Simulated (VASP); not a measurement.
# TaN (P6/mmm) in VASP: notebook, part 3 of 3

VASP 6.6.1. The steps go on from the part before.

**6. Relaxation of shape and atoms at fixed volume, PBEsol, collinear spin, ferrimagnetic start (volume scaled by 1.04)**

Input file INCAR:

```
SYSTEM = TaN
PREC = Accurate ; ENCUT = 600
EDIFF = 1E-6 ; ISMEAR = 0
SIGMA = 0.05 ; LREAL = .FALSE.
LASPH = .TRUE. ; NELM = 150
ALGO = Normal ; ISIF = 4
LWAVE = .FALSE. ; LCHARG = .FALSE.
ISPIN = 2 ; MAGMOM = 0.05 -0.05 -0.05 0 0 0
LORBIT = 11 ; LMAXMIX = 4
GGA = PS ; IBRION = 2
NSW = 60 ; EDIFFG = -0.01
```

Input file KPOINTS:

```
regular mesh
0
G
  6 6 8
  0 0 0
```

Input file POSCAR:

```
TaN
1.0
    5.2791577503      0.0000000000      0.0000000000
   -2.6395788752      4.5718847224      0.0000000000
    0.0000000000      0.0000000000      2.9335644864
Ta N
3 3
Direct
    0.0000000000      0.0000000000      0.0000000000
    0.3333333333      0.6666666667      0.5000000000
    0.6666666667      0.3333333333      0.5000000000
    0.5000000000      0.0000000000      0.0000000000
    0.5000000000      0.5000000000      0.0000000000
    0.0000000000      0.5000000000      0.0000000000
```

Potentials or basis: VASP PAW PBE potentials, release 64 (Ta_pv, N).

Command:

```
$ cat potpaw_PBE.64/Ta_pv/POTCAR potpaw_PBE.64/N/POTCAR > POTCAR
$ mpirun -np 1 vasp_std > vasp.out
```

OUTCAR:

```text
SYSTEM = TaN
   PREC = Accurate
   ENCUT = 600
   EDIFF = 1E-6
   ISMEAR = 0
   LREAL = .FALSE.
   LASPH = .TRUE.
   NELM = 150
   ISIF = 4
   ISPIN = 2
   LORBIT = 11
   GGA = PS
   IBRION = 2
   NSW = 60
   EDIFFG = -0.01

 ion  position               nearest neighbor table
   1  0.000  0.000  0.000-   4 2.64   4 2.64   5 2.64   5 2.64   6 2.64   6 2.64   3 3.38   3 3.38
                             2 3.38   2 3.38   2 3.38   3 3.38   2 3.38   3 3.38   2 3.38   3 3.38
   2  0.333  0.667  0.500-   6 2.12   6 2.12   4 2.12   4 2.12   5 2.12   5 2.12   3 3.05   3 3.05
                             3 3.05   1 3.38   1 3.38   1 3.38   1 3.38   1 3.38   1 3.38
   3  0.667  0.333  0.500-   6 2.12   6 2.12   4 2.12   4 2.12   5 2.12   5 2.12   2 3.05   2 3.05
                             2 3.05   1 3.38   1 3.38   1 3.38   1 3.38   1 3.38   1 3.38
   4  0.500  0.000  0.000-   2 2.12   3 2.12   2 2.12   3 2.12   1 2.64   1 2.64
   5  0.500  0.500  0.000-   2 2.12   3 2.12   2 2.12   3 2.12   1 2.64   1 2.64
   6  0.000  0.500  0.000-   2 2.12   3 2.12   2 2.12   3 2.12   1 2.64   1 2.64

  LATTYP: Found a hexagonal cell.
 ALAT       =     5.2791577503
 C/A-ratio  =     0.5556879762

  Lattice vectors:

 A1 = (   5.2791577503,   0.0000000000,   0.0000000000)
 A2 = (  -2.6395788752,   4.5718847224,   0.0000000000)
 A3 = (   0.0000000000,   0.0000000000,   2.9335644864)

Analysis of symmetry for initial positions (statically):
=====================================================================
 Subroutine PRICEL returns:
 Original cell was already a primitive cell.

 Routine SETGRP: Setting up the symmetry group for a
 hexagonal supercell.

 Subroutine GETGRP returns: Found 24 space group operations
 (whereof 24 operations were pure point group operations)
 out of a pool of 24 trial point group operations.

[... 277 lines left out ...]
  free energy    TOTEN  =       -68.63492395 eV

  energy without entropy =      -68.63240211  energy(sigma->0) =      -68.63366303

 E-fermi :   7.6175     XC(G=0): -12.9640

 val. band max:        7.5962754765   @ k =   0.1667   0.0000   0.2500
 cond. band min:       7.6264567150   @ k =   0.1667   0.0000   0.0000
 fundamental gap:      0.0301812385
 Fermi energy:         7.6174513210

 spin component 1

 k-point     1 :       0.0000    0.0000    0.0000
  band No.  band energies     occupation
      1     -28.5682      1.00000
      2     -28.5682      1.00000
      3     -28.2248      1.00000
      4     -28.2248      1.00000
      5     -28.0149      1.00000
      6     -27.9057      1.00000
[... 733 lines left out ...]
     27       9.7496      0.00000
     28      10.1818      0.00000

 [... further k-points ...]

 spin component 2

 k-point     1 :       0.0000    0.0000    0.0000
  band No.  band energies     occupation
      1     -28.5682      1.00000
      2     -28.5682      1.00000
      3     -28.2248      1.00000
      4     -28.2248      1.00000
      5     -28.0149      1.00000
      6     -27.9057      1.00000
[... 768 lines left out ...]
  FREE ENERGIE OF THE ION-ELECTRON SYSTEM (eV)
  ---------------------------------------------------
  free  energy   TOTEN  =       -68.6349239492 eV

  energy  without entropy=      -68.6324021066  energy(sigma->0) =      -68.63366303

 reached required accuracy - stopping structural energy minimisation

 total charge

# of ion       s       p       d       tot
------------------------------------------
    1        0.265   6.099   2.227   8.591
    2        0.312   6.288   2.366   8.966
    3        0.312   6.288   2.366   8.966
    4        1.238   2.509   0.000   3.747
    5        1.238   2.509   0.000   3.747
    6        1.238   2.509   0.000   3.747
--------------------------------------------------
tot          4.603  26.201   6.959  37.763

 magnetization (x)

# of ion       s       p       d       tot
------------------------------------------
    1        0.000   0.000  -0.000  -0.000
    2       -0.000   0.000  -0.000  -0.000
    3       -0.000   0.000  -0.000  -0.000
    4        0.000   0.000   0.000   0.000
    5        0.000   0.000   0.000   0.000
    6        0.000   0.000   0.000   0.000
--------------------------------------------------
tot          0.000   0.000  -0.000  -0.000
```

OSZICAR:

```text
N       E                     dE             d eps       ncg     rms          rms(c)
DAV:   1     0.479305810684E+03    0.47931E+03   -0.28743E+04  3920   0.196E+03
DAV:   2    -0.447834612989E+02   -0.52409E+03   -0.51110E+03  4604   0.534E+02
DAV:   3    -0.779398953105E+02   -0.33156E+02   -0.32539E+02  4848   0.124E+02
[... 21 lines left out ...]
       N       E                     dE             d eps       ncg     rms          rms(c)
DAV:   1    -0.686350725093E+02   -0.20596E-03   -0.11283E-02  4116   0.769E-01    0.734E-02
DAV:   2    -0.686349685946E+02    0.10391E-03   -0.27888E-04  4932   0.111E-01    0.415E-02
DAV:   3    -0.686349270108E+02    0.41584E-04   -0.11567E-04  4936   0.536E-02    0.156E-02
DAV:   4    -0.686349240580E+02    0.29528E-05   -0.17752E-05  4492   0.243E-02    0.110E-02
DAV:   5    -0.686349239492E+02    0.10883E-06   -0.82774E-07  2684   0.707E-03
   3 F= -.68634924E+02 E0= -.68633663E+02  d E =-.153217E-02  mag=    -0.0000
```

CONTCAR:

```text
TaN
   1.00000000000000
     5.2888940262695447    0.0000000000017020    0.0000000000000000
    -2.6444470131833908    4.5803165847239073    0.0000000000000000
    -0.0000000000000000    0.0000000000000000    2.9227736845754726
  Ta              N
     3     3
Direct
     0.0000000000000000    0.0000000000000000    0.0000000000000000
     0.3333333332999970    0.6666666667000030    0.5000000000000000
     0.6666666667000030    0.3333333332999970    0.5000000000000000
     0.5000000000000000    0.0000000000000000    0.0000000000000000
     0.5000000000000000    0.5000000000000000    0.0000000000000000
     0.0000000000000000    0.5000000000000000    0.0000000000000000

  0.00000000E+00  0.00000000E+00  0.00000000E+00
  0.00000000E+00  0.00000000E+00  0.00000000E+00
  0.00000000E+00  0.00000000E+00  0.00000000E+00
  0.00000000E+00  0.00000000E+00  0.00000000E+00
  0.00000000E+00  0.00000000E+00  0.00000000E+00
  0.00000000E+00  0.00000000E+00  0.00000000E+00
```

Wall time 7.1 min (1 thread of AMD EPYC 7R13, shared host); peak memory 0.28 GiB.

What came out:

```
Free energy                                           : -68.6349 eV
Energy gained by relaxing                             : 0.3 meV/atom
Ionic steps                                           : 3
Pressure after relaxing                               : -10.2 GPa
Band gap on the k mesh                                : zero (filled and empty bands overlap)
Net moment                                            : 0.00 μB per cell
Valence electrons inside the program's atomic spheres : Ta 8.59, 8.97; N 3.75
```

Step by step:
```
step  energy change (eV)  largest force (eV/Å)  pressure (GPa)  volume (Å³)
   1              0.0000                0.0000          -10.53        70.80
   2             -0.0015                0.0000          -10.08        70.80
   3             -0.0015                0.0000          -10.15        70.80
```

Final structure:
```xyz
6
Lattice="5.2889 0.0000 0.0000 -2.6444 4.5803 0.0000 0.0000 0.0000 2.9228" Properties=species:S:1:pos:R:3 pbc="T T T"
Ta    0.0000    0.0000    0.0000
Ta    0.0000    3.0535    1.4614
Ta    2.6444    1.5268    1.4614
N     2.6444    0.0000    0.0000
N     1.3222    2.2902    0.0000
N    -1.3222    2.2902    0.0000
```

Levels at points of the mesh, in eV from the Fermi level:
Spin up:
```
           k point  band 20  band 21  band 22  band 23  band 24  band 25  band 26  band 27  band 28
(0.00, 0.00, 0.00)    -3.06    -3.06    -2.46    -2.13    -1.25    -1.25     0.85     0.85     0.94
(0.50, 0.00, 0.00)    -4.43    -3.32    -2.97    -1.72    -0.78     1.16     1.71     1.75     2.21
(0.00, 0.00, 0.50)    -3.55    -3.09    -3.09    -1.88     0.79     0.79     1.51     1.55     2.29
(0.50, 0.00, 0.50)    -4.36    -3.30    -2.97    -2.05    -1.21     0.95     1.24     2.92     3.16
```
Spin down:
```csv
k point,band 21,band 22,band 23,band 24,band 25,band 26,band 27,band 28
"(0.00, 0.00, 0.00)",-3.06,-2.46,-2.13,-1.25,-1.25,0.85,0.85,0.94
"(0.50, 0.00, 0.00)",-3.32,-2.97,-1.72,-0.78,1.16,1.71,1.75,2.21
"(0.00, 0.00, 0.50)",-3.09,-3.09,-1.88,0.79,0.79,1.51,1.55,2.29
"(0.50, 0.00, 0.50)",-3.30,-2.97,-2.05,-1.21,0.95,1.24,2.92,3.16
```

Caveat: the cell differs from its parent crystal (volume scaled by 1.04); the PAW data sets were made with another functional, which shifts forces and pressure a little; spin-orbit coupling is left out, which moves the levels of the heavy elements.

**7. The runs side by side**

```csv
task,level,cell,cutoff (eV),gap on the mesh (eV),pressure (GPa),moment (μB)
single point,PBEsol+D3(BJ),"a = 5.117, b = 5.117, c = 2.894 Å, angles 90.0, 90.0, 120.0°, 6 atoms",520,none,6.3,0.00
single point,RPBE+D4,"a = 5.139, b = 5.139, c = 2.895 Å, angles 90.0, 90.0, 120.0°, 6 atoms",520,none,13.5,0.00
single point,PBEsol+D3(BJ),"a = 5.152, b = 5.152, c = 2.900 Å, angles 90.0, 90.0, 120.0°, 6 atoms",520,none,1.0,0.00
relaxation of shape and atoms at fixed volume,PBEsol,"relaxed from a = 5.234, b = 5.234, c = 2.927 Å, angles 90.0, 90.0, 120.0°, 6 atoms",600,none,-5.0,0.00
relaxation of shape and atoms at fixed volume,PBEsol,"relaxed from a = 5.279, b = 5.279, c = 2.934 Å, angles 90.0, 90.0, 120.0°, 6 atoms",600,none,-10.2,0.00
```

Alike in all rows: potentials or basis VASP PAW PBE potentials, release 64 (Ta_pv, N); spin collinear, ferrimagnetic start; k mesh 6 × 6 × 8; smearing gaussian 0.05 eV.

Caveats: the PAW data sets were made with another functional, which shifts forces and pressure a little; spin-orbit coupling is left out, which moves the levels of the heavy elements; pairwise dispersion overbinds metals, which lowers pressure and volume (some runs).

Total energies depend on the potentials used, so only differences within one code and one set of settings carry meaning.
